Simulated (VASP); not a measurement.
A run of VASP 6.6.1 is set up as follows.

The input POSCAR:

```
BeS
1.0
    0.0000000000      2.4343062304      2.4343062304
    2.4343062304      0.0000000000      2.4343062304
    2.4343062304      2.4343062304      0.0000000000
Be S
1 1
Direct
    0.0000000000      0.0000000000      0.0000000000
    0.2500000000      0.2500000000      0.2500000000
```

The input INCAR.step1:

```
SYSTEM = BeS
ALGO     = Normal         ! electronic algorithm
EDIFF    = 1E-4           ! SCF threshold, eV
ENCUT    = 520            ! plane-wave cutoff, eV
GGA      = PE             ! functional
ISMEAR   = 0              ! smearing method
LASPH    = .True.         ! aspherical terms in the spheres
LCHARG   = .False.        ! write CHGCAR
LREAL    = .False.        ! projectors in reciprocal space
LWAVE    = .True.         ! write WAVECAR
NBANDS   = 11             ! bands
NELM     = 60             ! most SCF steps
PREC     = Accurate       ! precision mode
SIGMA    = 0.5            ! smearing width, eV
```

File INCAR.step2:

```
SYSTEM = BeS
ALGO     = Normal         ! electronic algorithm
EDIFF    = 1E-6           ! SCF threshold, eV
ENCUT    = 520            ! plane-wave cutoff, eV
ISIF     = 2              ! what is computed and relaxed
ISMEAR   = 0              ! smearing method
ISTART   = 1            
LASPH    = .True.         ! aspherical terms in the spheres
LCHARG   = .True.         ! write CHGCAR
LELF     = .True.         ! ELF
LMIXTAU  = .True.       
LREAL    = .False.        ! projectors in reciprocal space
LVHAR    = .True.       
LWAVE    = .False.        ! write WAVECAR
METAGGA  = R2SCAN         ! meta-GGA
NBANDS   = 11             ! bands
NELM     = 60             ! most SCF steps
PREC     = Accurate       ! precision mode
SIGMA    = 0.5            ! smearing width, eV
```

KPOINTS

```
k-points
0
Gamma
  6 6 6
  0 0 0
```

Potentials or basis: VASP PAW PBE potentials, release 64 (Be, S).

The run is started by

```bash
$ cat potpaw_PBE.64/Be/POTCAR potpaw_PBE.64/S/POTCAR > POTCAR
$ cp INCAR.step1 INCAR
$ mpirun -np 1 vasp_std > vasp.out
$ cp INCAR.step2 INCAR
$ mpirun -np 1 vasp_std > vasp.out
```

Q: Predict the band gap on the k mesh.

A: 3.60 eV, indirect (least direct gap 6.26 eV).

Q: Estimate the pressure.

A: 0.3 GPa.

Caveat: the PAW data sets were made with another functional, which shifts forces and pressure a little. r2SCAN opens gaps a little over a GGA but as a rule still falls short of measured ones.
